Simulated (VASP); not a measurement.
# Ti4C in VASP: relaxation of the atoms with PBE

Aim: the relaxation of the atoms of Ti4C with PBE.

Program: VASP 6.6.1. These are calculated values, not measurements. Logs are shortened: lines on timing, memory, paths and dates and some standing lists are left out, and cuts for length are marked.

**1. The cell of the first run**

The cell holds a slab with vacuum, 5 atoms: a = 3.256 Å, b = 3.256 Å, c = 20.180 Å, α = 90.00°, β = 90.00°, γ = 90.00°.

**2. Relaxation of the atoms, PBE**

Contents of INCAR:

```
ALGO = Normal ; DIPOL = 0.5 0.5 0.342
EDIFF = 1E-6 ; EDIFFG = -0.025
ENCUT = 520 ; GGA = PE
IBRION = 2 ; IDIPOL = 3
ISIF = 2 ; ISMEAR = 0
LASPH = True ; LCHARG = False
LDIPOL = True ; LREAL = False
LWAVE = False ; NELM = 60
NSW = 36 ; PREC = Accurate
SIGMA = 0.1
```

Contents of KPOINTS:

```
k-points
0
Gamma
  8 8 1
```

Contents of POSCAR:

```
Ti4C
1.0
    3.2555055347      0.0000000000      0.0000000000
    0.0000000000      3.2555055347      0.0000000000
    0.0000000000      0.0000000000     20.1798089631
Ti C
4 1
Selective dynamics
Direct
    0.5000000000      0.5000000000      0.1982179320  F F F
    0.0000000000      0.0000000000      0.2788803788  F F F
    0.5000000000      0.5000000000      0.3551905195  F F F
    0.0000000000      0.0000000000      0.4301234456  F F F
    0.5000000000      0.5000000000      0.4479630595  F F T
```

Potentials or basis: VASP PAW PBE potentials, release 64 (Ti_sv, C).

The run is started by

```
cat potpaw_PBE.64/Ti_sv/POTCAR potpaw_PBE.64/C/POTCAR > POTCAR
mpirun -np 1 vasp_std > vasp.out
```

OUTCAR:

```text
EDIFF = 1E-6
   EDIFFG = -0.025
   ENCUT = 520
   GGA = PE
   IBRION = 2
   ISIF = 2
   ISMEAR = 0
   LASPH = True
   LREAL = False
   NELM = 60
   NSW = 36
   PREC = Accurate

 ion  position               nearest neighbor table
   1  0.500  0.500  0.198-   2 2.82   2 2.82   2 2.82   2 2.82
   2  0.000  0.000  0.279-   3 2.77   3 2.77   3 2.77   3 2.77   1 2.82   1 2.82   1 2.82   1 2.82

   3  0.500  0.500  0.355-   5 1.87   4 2.75   4 2.75   4 2.75   4 2.75   2 2.77   2 2.77   2 2.77
                             2 2.77
   4  0.000  0.000  0.430-   5 2.33   5 2.33   5 2.33   5 2.33   3 2.75   3 2.75   3 2.75   3 2.75

   5  0.500  0.500  0.448-   3 1.87   4 2.33   4 2.33   4 2.33   4 2.33

  LATTYP: Found a simple tetragonal cell.
 ALAT       =     3.2555055347
 C/A-ratio  =     6.1986713732

  Lattice vectors:

 A1 = (   3.2555055347,   0.0000000000,   0.0000000000)
 A2 = (   0.0000000000,   3.2555055347,   0.0000000000)
 A3 = (   0.0000000000,   0.0000000000,  20.1798089631)

Analysis of symmetry for initial positions (statically):
=====================================================================
 Subroutine PRICEL returns:
 Original cell was already a primitive cell.

 Routine SETGRP: Setting up the symmetry group for a
 simple tetragonal supercell.

 Subroutine GETGRP returns: Found  8 space group operations
 (whereof  8 operations were pure point group operations)
 out of a pool of 16 trial point group operations.

The static configuration has the point symmetry C_4v.

Analysis of symmetry for dynamics (positions and initial velocities):
=====================================================================
 Subroutine PRICEL returns:
 Original cell was already a primitive cell.

 Routine SETGRP: Setting up the symmetry group for a
 simple tetragonal supercell.

 Subroutine GETGRP returns: Found  8 space group operations
 (whereof  8 operations were pure point group operations)
 out of a pool of 16 trial point group operations.

The dynamic configuration has the point symmetry C_4v.

Analysis of constrained symmetry for selective dynamics:
=====================================================================
 Subroutine PRICEL returns:
 Original cell was already a primitive cell.

 Routine SETGRP: Setting up the symmetry group for a
 simple tetragonal supercell.

 Subroutine GETGRP returns: Found  8 space group operations
 (whereof  8 operations were pure point group operations)
 out of a pool of 16 trial point group operations.

The constrained configuration has the point symmetry C_4v.

 Subroutine INISYM returns: Found  8 space group operations
 (whereof  8 operations are pure point group operations),
 and found     1 'primitive' translations

----------------------------------------------------------------------------------------

                                     Primitive cell

  volume of cell :     213.8720

  direct lattice vectors                    reciprocal lattice vectors
     3.255505535  0.000000000  0.000000000     0.307171955  0.000000000  0.000000000
     0.000000000  3.255505535  0.000000000     0.000000000  0.307171955  0.000000000
     0.000000000  0.000000000 20.179808963     0.000000000  0.000000000  0.049554483

  length of vectors
     3.255505535  3.255505535 20.179808963     0.307171955  0.307171955  0.049554483

  position of ions in fractional coordinates (direct lattice)
     0.500000000  0.500000000  0.198217932
     0.000000000  0.000000000  0.278880379
     0.500000000  0.500000000  0.355190519
     0.000000000  0.000000000  0.430123446
     0.500000000  0.500000000  0.447963059

  ion indices of the primitive-cell ions
   primitive index   ion index
                 1           1
                 2           2
                 3           3
                 4           4
                 5           5

----------------------------------------------------------------------------------------

 KPOINTS: k-points

Automatic generation of k-mesh.
 Grid dimensions read from file:
 generate k-points for:    8    8    1

[... 34 lines left out ...]
  0.500000  0.500000  0.000000      1.000000
   k-points           NKPTS =     15   k-points in BZ     NKDIM =     15   number of bands    NBANDS=     31
   number of dos      NEDOS =    301   number of ions     NIONS =      5
   total plane-waves  NPLWV =  86400
   dimension x,y,z NGX =    24 NGY =   24 NGZ =  150
   dimension x,y,z NGXF=    48 NGYF=   48 NGZF=  300
   ions per type =               4   1
   NGX,Y,Z   is equivalent  to a cutoff of  12.26, 12.26, 12.36 a.u.
   NGXF,Y,Z  is equivalent  to a cutoff of  24.51, 24.51, 24.71 a.u.
 SYSTEM =  unknown system
   PREC   = accura    normal or accurate (medium, high low for compatibility)
   ISTART =      0    job   : 0-new  1-cont  2-samecut
   ICHARG =      2    charge: 1-file 2-atom 10-const
   ISPIN  =      1    spin polarized calculation?
   LNONCOLLINEAR =      F non collinear calculations
   LSORBIT =      F    spin-orbit coupling
   LASPH  =      T    aspherical Exc in radial PAW
   ENCUT  =  520.0 eV  38.22 Ry    6.18 a.u.   6.05  6.05 37.52*2*pi/ulx,y,z
   NELM   =     60;   NELMIN=  2; NELMDL= -5     # of ELM steps
   EDIFF  = 0.1E-05   stopping-criterion for ELM
   LREAL  =      F    real-space projection
   EDIFFG = -.3E-01   stopping-criterion for IOM
   NSW    =     36    number of steps for IOM
   IBRION =      2    ionic relax: 0-MD 1-quasi-New 2-CG
   NFREE  =      1    steps in history (QN), initial steepest desc. (CG)
   ISIF   =      2    stress and relaxation
   ISYM   =      2    0-nonsym 1-usesym 2-fastsym
   POTIM  = 0.5000    time-step for ionic-motion
   TEBEG  =    0.0;   TEEND  =   0.0 temperature during run
   PSTRESS=    0.0 pullay stress
   NELECT =      52.0000    total number of electrons
   NUPDOWN=      -1.0000    fix difference up-down
   EMIN   =  10.00;   EMAX   =-10.00  energy-range for DOS
   EFERMI =   0.00;   METHOD = LEGACY
   ISMEAR =     0;   SIGMA  =   0.10  broadening in eV -4-tet -1-fermi 0-gaus
   EFERMI_NEDOS =   21; number of points for ismear=-14 and -15
   IALGO  =     38    algorithm
   IMIX   =      4    mixing-type and parameters
     AMIX     =   0.40;   BMIX     =  1.00
     AMIX_MAG =   1.60;   BMIX_MAG =  1.00
  volume/ion in A,a.u.               =      42.77       288.66
  Fermi-wavevector in a.u.,A,eV,Ry     =   1.021781  1.930887 14.204987  1.044037
  Thomas-Fermi vector in A             =   2.155425
   LORBIT       =      0    0 simple, 1 ext, 2 COOP (PROOUT), +10 PAW based schemes
   GGA     = PE    functional components
   LHFCALC =     F    Hartree Fock is set to
   AEXX    =    0.0000 exact exchange contribution
   IVDW    =     0    specifies the selected vdW correction
   LEPSILON=     F    determine dielectric tensor
   LRPA    =     F    only Hartree local field effects (RPA)
 conjugate gradient relaxation of ions
 non-spin polarized calculation
 Gauss-broadening in eV      SIGMA  =   0.10
  energy-cutoff  :      520.00
  volume of cell :      213.87
 maximum number of plane-waves:      5810
   NGX = 13   NGY = 13   NGZ = 75

 dipolmoment           0.000000      0.000000     -0.172710 electrons x Angstroem

--------------------------------------- Ionic step        1  -------------------------------------------

 number of electron      52.0000023 magnetization

 Free energy of the ion-electron system (eV)
  ---------------------------------------------------
  ext. energy  EPLUGINS =         0.00000000
  ---------------------------------------------------
  free energy    TOTEN  =       -38.38672769 eV

  energy without entropy =      -38.35355088  energy(sigma->0) =      -38.37013928

------------------------ aborting loop because EDIFF is reached ----------------------------------------

  FORCE on cell =-STRESS in cart. coord.  units (eV):
  Direction    XX          YY          ZZ          XY          YZ          ZX
  --------------------------------------------------------------------------------------
  -------------------------------------------------------------------------------------
  Total       -4.2722816     -4.2722816      5.2995968      0.0000000     -0.0000000      0.0000000
  in kB      -32.0049039    -32.0049039     39.7008205      0.0000000     -0.0000000      0.0000000
  external PRESSURE =      -8.1029958 kB  Pullay stress =       0.0000000 kB

 VOLUME and BASIS-vectors are now :
 -----------------------------------------------------------------------------
  energy-cutoff  :      520.00
  volume of cell :      213.87
      direct lattice vectors                 reciprocal lattice vectors
     3.255505535  0.000000000  0.000000000     0.307171955  0.000000000  0.000000000
     0.000000000  3.255505535  0.000000000     0.000000000  0.307171955  0.000000000
     0.000000000  0.000000000 20.179808963     0.000000000  0.000000000  0.049554483

 POSITION                                       TOTAL-FORCE (eV/Angst)
 -----------------------------------------------------------------------------------
      1.62775      1.62775      4.00000         0.000000      0.000000      0.279306
      0.00000      0.00000      5.62775         0.000000      0.000000     -0.790323
      1.62775      1.62775      7.16768         0.000000     -0.000000     -2.625538
      0.00000      0.00000      8.67981        -0.000000     -0.000000      2.447977
      1.62775      1.62775      9.03981         0.000000     -0.000000      0.688578
 -----------------------------------------------------------------------------------
    total drift:                                0.000000     -0.000000      0.000081

  FREE ENERGIE OF THE ION-ELECTRON SYSTEM (eV)
  ---------------------------------------------------
  free  energy   TOTEN  =       -38.3867276896 eV

  energy  without entropy=      -38.3535508760  energy(sigma->0) =      -38.37013928

--------------------------------------- Ionic step        2  -------------------------------------------

 number of electron      52.0000023 magnetization

 dipolmoment           0.000000      0.000000      0.123594 electrons x Angstroem

 Free energy of the ion-electron system (eV)
  ---------------------------------------------------
  ext. energy  EPLUGINS =         0.00000000
  ---------------------------------------------------
  free energy    TOTEN  =       -38.39754717 eV

  energy without entropy =      -38.36386252  energy(sigma->0) =      -38.38070484

 E-fermi :   0.1309     XC(G=0):  -4.9517

 val. band max:        0.1292592313   @ k =   0.5000   0.2500   0.0000
 cond. band min:       0.1385412455   @ k =   0.5000   0.3750   0.0000
 fundamental gap:      0.0092820142
 Fermi energy:         0.1309135234

 k-point     1 :       0.0000    0.0000    0.0000
  band No.  band energies     occupation
      1     -56.8746      2.00000
      2     -56.8532      2.00000
      3     -56.1701      2.00000
      4     -55.8963      2.00000
      5     -33.2099      2.00000
      6     -33.1808      2.00000
[... 499 lines left out ...]
     30       2.1293      0.00000
     31       2.2062      0.00000

------------------------ aborting loop because EDIFF is reached ----------------------------------------

 vacuum level on the upper side and lower side of the slab       (xc-potential included)         1.017        -1.183

  FORCE on cell =-STRESS in cart. coord.  units (eV):
  Direction    XX          YY          ZZ          XY          YZ          ZX
  --------------------------------------------------------------------------------------
  -------------------------------------------------------------------------------------
  Total       -4.4381896     -4.4381896      4.2011268      0.0000000      0.0000000      0.0000000
  in kB      -33.2477692    -33.2477692     31.4718629      0.0000000      0.0000000      0.0000000
  external PRESSURE =     -11.6745585 kB  Pullay stress =       0.0000000 kB

 VOLUME and BASIS-vectors are now :
 -----------------------------------------------------------------------------
  energy-cutoff  :      520.00
  volume of cell :      213.87
      direct lattice vectors                 reciprocal lattice vectors
     3.255505535  0.000000000  0.000000000     0.307171955  0.000000000  0.000000000
     0.000000000  3.255505535  0.000000000     0.000000000  0.307171955  0.000000000
     0.000000000  0.000000000 20.179808963     0.000000000  0.000000000  0.049554483

 POSITION                                       TOTAL-FORCE (eV/Angst)
 -----------------------------------------------------------------------------------
      1.62775      1.62775      4.00000         0.000000     -0.000000      0.292104
      0.00000      0.00000      5.62775         0.000000      0.000000     -0.802110
      1.62775      1.62775      7.16768         0.000000      0.000000     -2.084586
      0.00000      0.00000      8.67981         0.000000      0.000000      2.618759
      1.62775      1.62775      9.07303         0.000000      0.000000     -0.024166
 -----------------------------------------------------------------------------------
    total drift:                                0.000000     -0.000000     -0.000599

  FREE ENERGIE OF THE ION-ELECTRON SYSTEM (eV)
  ---------------------------------------------------
  free  energy   TOTEN  =       -38.3975471698 eV

  energy  without entropy=      -38.3638625194  energy(sigma->0) =      -38.38070484

 reached required accuracy - stopping structural energy minimisation

 vacuum level on the upper side and lower side of the slab         5.391         3.159
```

Run time: 5.2 min. Hardware: 1 thread of Intel Xeon Platinum 8259CL at 2.50GHz (Skylake/Cascade Lake), shared host; peak memory 0.32 GiB.

Results:

```yaml
Free_energy: -38.3975 eV
Energy_gained_by_relaxing: 2.2 meV/atom
Ionic_steps: 2
Band_gap_on_the_k_mesh: zero (bands 26 and 27 overlap by 0.48 eV)
```

Step by step:
| step | energy change (eV) | largest force on free atoms (eV/Å) | pressure (GPa) |
| --- | --- | --- | --- |
| 1 | 0.0000 | 0.6886 | -0.81 |
| 2 | -0.0108 | 0.0242 | -1.17 |

Final structure:
```yaml
crystal:
  lattice:
    - [3.25551, 0.00000, 0.00000]
    - [0.00000, 3.25551, 0.00000]
    - [0.00000, 0.00000, 20.17981]
  atoms:
    - { symbol: Ti, position: [0.50000, 0.50000, 0.19822] }
    - { symbol: Ti, position: [0.00000, 0.00000, 0.27888] }
    - { symbol: Ti, position: [0.50000, 0.50000, 0.35519] }
    - { symbol: Ti, position: [0.00000, 0.00000, 0.43012] }
    - { symbol: C, position: [0.50000, 0.50000, 0.44961] }
```
